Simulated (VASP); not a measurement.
# AgHgF3 (P6_3/mmc) in VASP: a series of runs

AgHgF3 is run at these levels: PBEsol, r2SCAN+rVV10; tasks: single point.

All numbers are computed with VASP 6.6.1; they aren't measurements. Logs are shortened: lines on timing, memory, paths and dates and some standing lists are left out, and cuts for length are marked.

## 1. The cell of the first run

Symmetry: P6_3/mmc, No. 194, hexagonal system. The conventional cell has a = 5.274 Å, b = 5.274 Å, c = 6.714 Å, α = 90.00°, β = 90.00°, γ = 120.00°. Within 3.5 Å of Ag (site symmetry -6m2) lie 6 F at 2.64 Å and 6 Hg at 3.48 Å. Within 3.0 Å of Hg (site symmetry -3m) lie 6 F at 2.29 Å. Within 3.0 Å of F (site symmetry mm2) lie 2 Hg at 2.29 Å and 4 F at 2.58 to 2.69 Å and 2 Ag at 2.64 Å.

## 2. Single point, PBEsol

Input file INCAR:

```
SYSTEM = AgHgF3
ALGO = Normal
EDIFF = 1E-6
ENCUT = 520
GGA = PS
ISIF = 2
ISMEAR = -1
LASPH = .TRUE.
LCHARG = .FALSE.
LREAL = .FALSE.
LWAVE = .FALSE.
NBANDS = 55
NELM = 100
PREC = Accurate
SIGMA = 0.03
```

Input file KPOINTS:

```
k-points
0
G
  6 6 6
  0 0 0
```

Input file POSCAR:

```
AgHgF3
1.0
    5.2736485538      0.0000000000      0.0000000000
   -2.6368242769      4.5671136182      0.0000000000
    0.0000000000      0.0000000000      6.7139837762
Ag Hg F
2 2 6
Direct
    0.6666666667      0.3333333333      0.2500000000
    0.3333333333      0.6666666667      0.7500000000
    0.0000000000      0.0000000000      0.5000000000
    0.0000000000      0.0000000000      0.0000000000
    0.3406552241      0.1703276120      0.7500000000
    0.6593447759      0.8296723880      0.2500000000
    0.8296723880      0.1703276120      0.7500000000
    0.1703276120      0.8296723880      0.2500000000
    0.8296723880      0.6593447759      0.7500000000
    0.1703276120      0.3406552241      0.2500000000
```

Potentials or basis: VASP PAW PBE potentials, release 64 (Ag, Hg, F).

Launch:

```console
$ cat potpaw_PBE.64/Ag/POTCAR potpaw_PBE.64/Hg/POTCAR potpaw_PBE.64/F/POTCAR > POTCAR
$ mpirun -np 1 vasp_std > vasp.out
```

OUTCAR:

```text
SYSTEM = AgHgF3
   EDIFF = 1E-6
   ENCUT = 520
   GGA = PS
   ISIF = 2
   ISMEAR = -1
   LASPH = .TRUE.
   LREAL = .FALSE.
   NELM = 100
   PREC = Accurate

 ion  position               nearest neighbor table
   1  0.667  0.333  0.250-   6 2.64  10 2.64   8 2.64   8 2.64   6 2.64  10 2.64   3 3.48   4 3.48
                             3 3.48   4 3.48   3 3.48   4 3.48
   2  0.333  0.667  0.750-   5 2.64   9 2.64   7 2.64   7 2.64   5 2.64   9 2.64   3 3.48   4 3.48
                             3 3.48   4 3.48   3 3.48   4 3.48
   3  0.000  0.000  0.500-   7 2.29   8 2.29   9 2.29  10 2.29   5 2.29   6 2.29   4 3.36   4 3.36
                             1 3.48   2 3.48   2 3.48   1 3.48   1 3.48   2 3.48
   4  0.000  0.000  0.000-   7 2.29   8 2.29   9 2.29  10 2.29   5 2.29   6 2.29   3 3.36   3 3.36
                             1 3.48   2 3.48   2 3.48   1 3.48   1 3.48   2 3.48
   5  0.341  0.170  0.750-   3 2.29   4 2.29   2 2.64   2 2.64
   6  0.659  0.830  0.250-   3 2.29   4 2.29   1 2.64   1 2.64
   7  0.830  0.170  0.750-   3 2.29   4 2.29   2 2.64   2 2.64
   8  0.170  0.830  0.250-   3 2.29   4 2.29   1 2.64   1 2.64
   9  0.830  0.659  0.750-   3 2.29   4 2.29   2 2.64   2 2.64
  10  0.170  0.341  0.250-   3 2.29   4 2.29   1 2.64   1 2.64

  LATTYP: Found a hexagonal cell.
 ALAT       =     5.2736485538
 C/A-ratio  =     1.2731193040

  Lattice vectors:

 A1 = (   5.2736485538,   0.0000000000,   0.0000000000)
 A2 = (  -2.6368242769,   4.5671136182,   0.0000000000)
 A3 = (   0.0000000000,   0.0000000000,   6.7139837762)

Analysis of symmetry for initial positions (statically):
=====================================================================
 Subroutine PRICEL returns:
 Original cell was already a primitive cell.

 Routine SETGRP: Setting up the symmetry group for a
 hexagonal supercell.

 Subroutine GETGRP returns: Found 24 space group operations
 (whereof 12 operations were pure point group operations)
 out of a pool of 24 trial point group operations.

The static configuration has the point symmetry D_3d.
 The point group associated with its full space group is D_6h.

Analysis of symmetry for dynamics (positions and initial velocities):
=====================================================================
 Subroutine PRICEL returns:
 Original cell was already a primitive cell.

 Routine SETGRP: Setting up the symmetry group for a
 hexagonal supercell.

 Subroutine GETGRP returns: Found 24 space group operations
 (whereof 12 operations were pure point group operations)
 out of a pool of 24 trial point group operations.

The dynamic configuration has the point symmetry D_3d.
 The point group associated with its full space group is D_6h.

 Subroutine INISYM returns: Found 24 space group operations
 (whereof 12 operations are pure point group operations),
 and found     1 'primitive' translations

----------------------------------------------------------------------------------------

                                     Primitive cell

  volume of cell :     161.7087

  direct lattice vectors                    reciprocal lattice vectors
     5.273648554  0.000000000  0.000000000     0.189622041  0.109478336  0.000000000
    -2.636824277  4.567113618  0.000000000     0.000000000  0.218956672  0.000000000
     0.000000000  0.000000000  6.713983776     0.000000000  0.000000000  0.148942868

  length of vectors
     5.273648554  5.273648554  6.713983776     0.218956672  0.218956672  0.148942868

  position of ions in fractional coordinates (direct lattice)
     0.666666667  0.333333333  0.250000000
     0.333333333  0.666666667  0.750000000
     0.000000000  0.000000000  0.500000000
     0.000000000  0.000000000  0.000000000
     0.340655224  0.170327612  0.750000000
     0.659344776  0.829672388  0.250000000
     0.829672388  0.170327612  0.750000000
     0.170327612  0.829672388  0.250000000
     0.829672388  0.659344776  0.750000000
     0.170327612  0.340655224  0.250000000

  ion indices of the primitive-cell ions
   primitive index   ion index
                 1           1
                 2           2
                 3           3
                 4           4
                 5           5
                 6           6
                 7           7
                 8           8
                 9           9
                10          10

----------------------------------------------------------------------------------------

 KPOINTS: k-points

Automatic generation of k-mesh.
 Grid dimensions read from file:
 generate k-points for:    6    6    6

 Generating k-lattice:

  Cartesian coordinates                     Fractional coordinates (reciprocal lattice)
     0.031603673  0.018246389  0.000000000     0.166666667  0.000000000  0.000000000
     0.000000000  0.036492779  0.000000000     0.000000000  0.166666667  0.000000000
     0.000000000  0.000000000  0.024823811     0.000000000  0.000000000  0.166666667

  Length of vectors
     0.036492779  0.036492779  0.024823811

  Shift w.r.t. Gamma in fractional coordinates (k-lattice)
     0.000000000  0.000000000  0.000000000

 Subroutine IBZKPT returns following result:
 ===========================================

 Found     28 irreducible k-points:

 Following reciprocal coordinates:
            Coordinates               Weight
  0.000000  0.000000  0.000000      1.000000
  0.166667 -0.000000  0.000000      6.000000
  0.333333  0.000000  0.000000      6.000000
  0.500000  0.000000  0.000000      3.000000
  0.166667  0.166667  0.000000      6.000000
  0.333333  0.166667  0.000000     12.000000
[... 16 lines left out ...]
  0.166667 -0.000000  0.500000      6.000000
  0.333333  0.000000  0.500000      6.000000
 [... further k-points ...]
   k-points           NKPTS =     28   k-points in BZ     NKDIM =     28   number of bands    NBANDS=     55
   number of dos      NEDOS =    301   number of ions     NIONS =     10
   total plane-waves  NPLWV =  80000
   dimension x,y,z NGX =    40 NGY =   40 NGZ =   50
   dimension x,y,z NGXF=    80 NGYF=   80 NGZF=  100
   ions per type =               2   2   6
   NGX,Y,Z   is equivalent  to a cutoff of  12.61, 12.61, 12.38 a.u.
   NGXF,Y,Z  is equivalent  to a cutoff of  25.22, 25.22, 24.76 a.u.
 SYSTEM =  AgHgF3
   PREC   = accura    normal or accurate (medium, high low for compatibility)
   ISTART =      0    job   : 0-new  1-cont  2-samecut
   ICHARG =      2    charge: 1-file 2-atom 10-const
   ISPIN  =      1    spin polarized calculation?
   LNONCOLLINEAR =      F non collinear calculations
   LSORBIT =      F    spin-orbit coupling
   LASPH  =      T    aspherical Exc in radial PAW
   ENCUT  =  520.0 eV  38.22 Ry    6.18 a.u.   9.81  9.81 12.48*2*pi/ulx,y,z
   NELM   =    100;   NELMIN=  2; NELMDL= -5     # of ELM steps
   EDIFF  = 0.1E-05   stopping-criterion for ELM
   LREAL  =      F    real-space projection
[... 7 lines left out ...]
   TEBEG  =    0.0;   TEEND  =   0.0 temperature during run
   PSTRESS=    0.0 pullay stress
   NELECT =      88.0000    total number of electrons
   NUPDOWN=      -1.0000    fix difference up-down
   EMIN   =  10.00;   EMAX   =-10.00  energy-range for DOS
   EFERMI =   0.00;   METHOD = LEGACY
   ISMEAR =    -1;   SIGMA  =   0.03  broadening in eV -4-tet -1-fermi 0-gaus
   EFERMI_NEDOS =   21; number of points for ismear=-14 and -15
   IALGO  =     38    algorithm
   IMIX   =      4    mixing-type and parameters
     AMIX     =   0.40;   BMIX     =  1.00
     AMIX_MAG =   1.60;   BMIX_MAG =  1.00
  volume/ion in A,a.u.               =      16.17       109.13
  Fermi-wavevector in a.u.,A,eV,Ry     =   1.336569  2.525749 24.305664  1.786416
  Thomas-Fermi vector in A             =   2.465185
   LORBIT       =      0    0 simple, 1 ext, 2 COOP (PROOUT), +10 PAW based schemes
   GGA     = PS    functional components
   LHFCALC =     F    Hartree Fock is set to
   AEXX    =    0.0000 exact exchange contribution
   IVDW    =     0    specifies the selected vdW correction
   LEPSILON=     F    determine dielectric tensor
   LRPA    =     F    only Hartree local field effects (RPA)
 non-spin polarized calculation
  energy-cutoff  :      520.00
  volume of cell :      161.71
 maximum number of plane-waves:      4369
 NGX is ok and might be reduce to    40
   NGX = 19   NGY = 19   NGZ = 25

 number of electron      87.9999982 magnetization

 Free energy of the ion-electron system (eV)
  ---------------------------------------------------
  ext. energy  EPLUGINS =         0.00000000
  ---------------------------------------------------
  free energy    TOTEN  =       -28.85163029 eV

  energy without entropy =      -28.85162905  energy(sigma->0) =      -28.85162967

 E-fermi :   0.2674     XC(G=0):  -9.9893

 val. band max:       -0.0915233793   @ k =   0.5000   0.0000   0.0000
 cond. band min:       0.5245019966   @ k =   0.0000   0.0000   0.0000
 fundamental gap:      0.6160253759
 Fermi energy:         0.2674298141

 k-point     1 :       0.0000    0.0000    0.0000
  band No.  band energies     occupation
      1     -21.3723      2.00000
      2     -21.2161      2.00000
      3     -20.7314      2.00000
      4     -20.7314      2.00000
      5     -20.6735      2.00000
      6     -20.6735      2.00000
[... 47 lines left out ...]
     54       9.8238      0.00000
     55      10.0047      0.00000

 k-point     2 :       0.1667   -0.0000    0.0000
  band No.  band energies     occupation
      1     -21.3347      2.00000
      2     -21.1874      2.00000
      3     -20.7611      2.00000
      4     -20.7305      2.00000
      5     -20.7149      2.00000
      6     -20.6736      2.00000
[... 47 lines left out ...]
     54       9.9185      0.00000
     55      10.4279      0.00000
[... 1216 lines left out ...]
     54       9.5115      0.00000
     55      11.2921      0.00000

 k-point    24 :       0.3333    0.0000    0.5000
  band No.  band energies     occupation
      1     -21.1729      2.00000
      2     -21.1729      2.00000
      3     -20.8319      2.00000
      4     -20.8319      2.00000
      5     -20.7013      2.00000
      6     -20.7013      2.00000
[... 47 lines left out ...]
     54       9.8081      0.00000
     55      12.2826      0.00000

 [... further k-points ...]

------------------------ aborting loop because EDIFF is reached ----------------------------------------

  FORCE on cell =-STRESS in cart. coord.  units (eV):
  Direction    XX          YY          ZZ          XY          YZ          ZX
  --------------------------------------------------------------------------------------
  -------------------------------------------------------------------------------------
  Total        0.1283660      0.1283660      0.8748298     -0.0000000     -0.0000000      0.0000000
  in kB        1.2718248      1.2718248      8.6676397     -0.0000000     -0.0000000      0.0000000
  external PRESSURE =       3.7370964 kB  Pullay stress =       0.0000000 kB

 VOLUME and BASIS-vectors are now :
 -----------------------------------------------------------------------------
  energy-cutoff  :      520.00
  volume of cell :      161.71
      direct lattice vectors                 reciprocal lattice vectors
     5.273648554  0.000000000  0.000000000     0.189622041  0.109478336  0.000000000
    -2.636824277  4.567113618  0.000000000     0.000000000  0.218956672  0.000000000
     0.000000000  0.000000000  6.713983776     0.000000000  0.000000000  0.148942868

 POSITION                                       TOTAL-FORCE (eV/Angst)
 -----------------------------------------------------------------------------------
      2.63682      1.52237      1.67850        -0.000000      0.000000      0.000000
     -0.00000      3.04474      5.03549         0.000000     -0.000000      0.000000
      0.00000      0.00000      3.35699        -0.000000      0.000000      0.000000
      0.00000      0.00000      0.00000         0.000000      0.000000      0.000000
      1.34737      0.77791      5.03549         0.079773      0.046057     -0.000000
      1.28945      3.78921      1.67850        -0.079773     -0.046057     -0.000000
      3.92628      0.77791      5.03549        -0.079773      0.046057     -0.000000
     -1.28945      3.78921      1.67850         0.079773     -0.046057      0.000000
      2.63682      3.01130      5.03549        -0.000000     -0.092114     -0.000000
     -0.00000      1.55581      1.67850         0.000000      0.092114      0.000000
 -----------------------------------------------------------------------------------
    total drift:                                0.000000     -0.000000      0.000000

  FREE ENERGIE OF THE ION-ELECTRON SYSTEM (eV)
  ---------------------------------------------------
  free  energy   TOTEN  =       -28.8516302947 eV

  energy  without entropy=      -28.8516290504  energy(sigma->0) =      -28.85162967
```

Wall time 5.1 min (1 thread of Intel Xeon Platinum 8488C (Sapphire Rapids), shared host); peak memory 0.39 GiB.

Results:

- Free energy: -28.8516 eV
- Pressure: 0.4 GPa
- Largest force: 0.092 eV/Å
- Band gap on the k mesh: 0.62 eV (least direct gap 0.86 eV)

Forces on the atoms (eV/Å):
```
Ag   0.000  0.000  0.000
Ag   0.000  0.000  0.000
Hg   0.000  0.000  0.000
Hg   0.000  0.000  0.000
F    0.080  0.046  0.000
F   -0.080 -0.046  0.000
F   -0.080  0.046  0.000
F    0.080 -0.046  0.000
F    0.000 -0.092  0.000
F    0.000  0.092  0.000
```

Levels at points of the mesh, in eV from the valence-band top:
```
           k point  band 40  band 41  band 42  band 43  band 44  band 45  band 46  band 47  band 48  band 49
(0.00, 0.00, 0.00)    -1.04    -0.28    -0.28    -0.24    -0.24     0.62     3.64     4.29     5.71     7.56
(0.50, 0.00, 0.00)    -0.45    -0.27    -0.23    -0.02     0.00     2.71     3.42     4.62     5.12     5.98
(0.00, 0.00, 0.50)    -1.04    -0.30    -0.30    -0.30    -0.30     1.93     1.93     4.91     4.91     8.72
(0.50, 0.00, 0.50)    -0.52    -0.29    -0.29    -0.01    -0.01     3.56     3.56     4.13     4.13     6.64
```

Caveat: the PAW data sets were made with another functional, which shifts forces and pressure a little; spin-orbit coupling is left out, which moves the levels of the heavy elements.

## 3. Single point, r2SCAN+rVV10

This run uses another cell than the first one, of 15.91 Å³/atom.

Input file POSCAR:

```
AgHgF3
1.0
    5.2506343161      0.0000000000      0.0000000000
   -2.6253171581      4.5471827038      0.0000000000
    0.0000000000      0.0000000000      6.6631016520
Ag Hg F
2 2 6
Direct
    0.6666666667      0.3333333333      0.2500000000
    0.3333333333      0.6666666667      0.7500000000
    0.0000000000      0.0000000000      0.5000000000
    0.0000000000      0.0000000000      0.0000000000
    0.3425674810      0.1712837405      0.7500000000
    0.6574325190      0.8287162595      0.2500000000
    0.8287162595      0.1712837405      0.7500000000
    0.1712837405      0.8287162595      0.2500000000
    0.8287162595      0.6574325190      0.7500000000
    0.1712837405      0.3425674810      0.2500000000
```

Input file INCAR.step1:

```
ALGO     = Normal         # electronic algorithm
EDIFF    = 1E-4           # SCF threshold, eV
ENCUT    = 520            # plane-wave cutoff, eV
GGA      = PE             # functional
ISMEAR   = -1             # smearing method
LASPH    = T              # aspherical terms in the spheres
LCHARG   = F              # write CHGCAR
LREAL    = F              # projectors in reciprocal space
LWAVE    = T              # write WAVECAR
NBANDS   = 55             # bands
NELM     = 80             # most SCF steps
PREC     = Accurate       # precision mode
SIGMA    = 0.03           # smearing width, eV
```

Input file INCAR.step2:

```
ALGO     = Normal         # electronic algorithm
BPARAM   = 11.95        
CPARAM   = 0.0093       
EDIFF    = 1E-6           # SCF threshold, eV
ENCUT    = 520            # plane-wave cutoff, eV
ISIF     = 2              # what is computed and relaxed
ISMEAR   = -1             # smearing method
ISTART   = 1            
IVDW_NL  = 2            
LASPH    = T              # aspherical terms in the spheres
LCHARG   = T              # write CHGCAR
LELF     = T              # ELF
LMIXTAU  = T            
LREAL    = F              # projectors in reciprocal space
LUSE_VDW = T            
LVHAR    = T            
LWAVE    = F              # write WAVECAR
METAGGA  = R2SCAN         # meta-GGA
NBANDS   = 55             # bands
NELM     = 80             # most SCF steps
PREC     = Accurate       # precision mode
SIGMA    = 0.03           # smearing width, eV
```

Input file KPOINTS:

```
k-points
0
Gamma
  6 6 4
```

Potentials or basis: VASP PAW PBE potentials, release 64 (Ag, Hg, F).

Launch:

```console
$ cat potpaw_PBE.64/Ag/POTCAR potpaw_PBE.64/Hg/POTCAR potpaw_PBE.64/F/POTCAR > POTCAR
$ cp INCAR.step1 INCAR
$ mpirun -np 1 vasp_std > vasp.out
$ cp INCAR.step2 INCAR
$ mpirun -np 1 vasp_std > vasp.out
```

Run time: 14 min. Hardware: 1 thread of Intel Xeon Platinum 8488C (Sapphire Rapids), shared host; peak memory 0.67 GiB.

It converged, with:

```
Free energy            : -168.5410 eV
Pressure               : 0.9 GPa
Largest force          : 0.134 eV/Å
Band gap on the k mesh : 1.00 eV (least direct gap 1.29 eV)
```

Forces in eV/Å, atoms in the order of the input:
```
Ag   0.000  0.000  0.000
Ag   0.000  0.000  0.000
Hg   0.000  0.000  0.000
Hg   0.000  0.000  0.000
F    0.116  0.067  0.000
F   -0.116 -0.067  0.000
F   -0.116  0.067  0.000
F    0.116 -0.067  0.000
F    0.000 -0.134  0.000
F    0.000  0.134  0.000
```

Stress tensor (GPa, compression positive):
```
0.51 0.00 0.00
0.00 0.51 0.00
0.00 0.00 1.53
```

Levels at points of the mesh, in eV from the valence-band top:
```
           k point  band 42  band 43  band 44  band 45  band 46  band 47
(0.00, 0.00, 0.00)    -0.33    -0.30    -0.30     1.00     4.33     4.79
(0.50, 0.00, 0.00)    -0.28    -0.02     0.00     3.14     3.86     5.19
(0.00, 0.00, 0.50)    -0.36    -0.36    -0.36     2.38     2.38     5.57
(0.50, 0.00, 0.50)    -0.34    -0.01    -0.01     4.05     4.05     4.62
```

Caveat: the PAW data sets were made with another functional, which shifts forces and pressure a little; spin-orbit coupling is left out, which moves the levels of the heavy elements.
